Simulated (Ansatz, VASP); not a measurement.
**One calculation of Mg3SnO, two programs**

Contents of POSCAR:

```
Mg3SnO
1.0
    4.3881534437      0.0000000000      0.0000000000
    0.0000000000      4.3881534437      0.0000000000
    0.0000000000      0.0000000000      4.3881534437
Sn O Mg
1 1 3
Direct
    0.0000000000      0.0000000000      0.0000000000
    0.5000000000      0.5000000000      0.5000000000
    0.5000000000      0.5000000000      0.0000000000
    0.5000000000      0.0000000000      0.5000000000
    0.0000000000      0.5000000000      0.5000000000
```

Contents of INCAR.step1:

```
ALGO = Normal
EDIFF = 1E-4
ENCUT = 520
GGA = PE
ISMEAR = -1
LASPH = True
LCHARG = False
LREAL = False
LWAVE = True
NBANDS = 21
NELM = 100
PREC = Accurate
SIGMA = 0.02
```

Contents of INCAR.step2:

```
ALGO = Normal
EDIFF = 1E-7
ENCUT = 520
ISIF = 2
ISMEAR = -1
ISTART = 1
LASPH = True
LCHARG = False
LMIXTAU = True
LREAL = False
LWAVE = False
METAGGA = R2SCAN
NBANDS = 21
NELM = 100
PREC = Accurate
SIGMA = 0.02
```

Contents of KPOINTS:

```
k-points
0
Gamma
  6 6 6
```

Input for Ansatz:

```yaml
crystal:
  lattice:
    - [4.3881534437, 0.0, 0.0]
    - [0.0, 4.3881534437, 0.0]
    - [0.0, 0.0, 4.3881534437]
  atoms:
    - { symbol: Sn, position: [0.0, 0.0, 0.0] }
    - { symbol: O, position: [0.5, 0.5, 0.5] }
    - { symbol: Mg, position: [0.5, 0.5, 0.0] }
    - { symbol: Mg, position: [0.5, 0.0, 0.5] }
    - { symbol: Mg, position: [0.0, 0.5, 0.5] }
kpoints:
  mp_grid: { grid: [6, 6, 6] }
hamiltonian:
  xc: r2scan
scf:
  occupations: { method: fermi_dirac, width: 0.02 }
  n_extra_bands: 5
output:
  forces: true
  stress: true
  eigenvalues: true
```

Alike in both runs: task single point; functional r2SCAN; k mesh 6 × 6 × 6; occupations fermi-dirac, width 0.02 eV; no spin polarisation.

|  | VASP | Ansatz |
| --- | --- | --- |
| version | VASP 6.6.1 | Ansatz 0.2.0 |
| potentials or method | VASP PAW PBE potentials, release 64 (Sn_d, O, Mg) | plane waves, PAW |
| plane-wave cutoff (eV) | 520 | 500 |
| valence electrons in the cell | 26 | 50 |

Ansatz gave:

```
pressure (GPa) : -2.1
```

Which values does VASP return?

Pressure (GPa): -2.6.

VASP's potentials were made for PBE, not for r2SCAN. VASP's potentials hold 26 valence electrons a cell and Ansatz's 50, so a difference there can come from the potentials and not from the codes.
